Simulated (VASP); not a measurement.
Here is a VASP 6.6.1 calculation.

INCAR

```
PREC     = Accurate       # precision mode
ENCUT    = 520            # plane-wave cutoff, eV
EDIFF    = 1E-7           # SCF threshold, eV
ISMEAR   = -1             # smearing method
SIGMA    = 0.05           # smearing width, eV
LREAL    = F              # projectors in reciprocal space
LASPH    = T              # aspherical terms in the spheres
NELM     = 80             # most SCF steps
ALGO     = Normal         # electronic algorithm
ISIF     = 2              # what is computed and relaxed
LWAVE    = F              # write WAVECAR
LCHARG   = F              # write CHGCAR
GGA      = PE             # functional
NBANDS   = 15             # bands
```

File KPOINTS:

```
Automatic mesh
0
Gamma
  10 10 10
```

File POSCAR:

```
TaN
1.0
    2.6953800863      0.0000000000      0.0000000000
    0.0000000000      2.6953800863      0.0000000000
    0.0000000000      0.0000000000      2.6953800863
Ta N
1 1
Direct
    0.0000000000      0.0000000000      0.0000000000
    0.5000000000      0.5000000000      0.5000000000
```

Potentials or basis: VASP PAW PBE potentials, release 64 (Ta_pv, N).

Command:

```sh
$ cat potpaw_PBE.64/Ta_pv/POTCAR potpaw_PBE.64/N/POTCAR > POTCAR
$ mpirun -np 1 vasp_std > vasp.out
```

(1) Estimate the band gap on the k mesh.

(2) Estimate the pressure.

Results:

(1) zero (band 8 reaches 16.55 eV, above the bottom of band 9 at 7.17 eV).

(2) 22.2 GPa.

Caveat: spin-orbit coupling is left out, which moves the levels of the heavy elements.
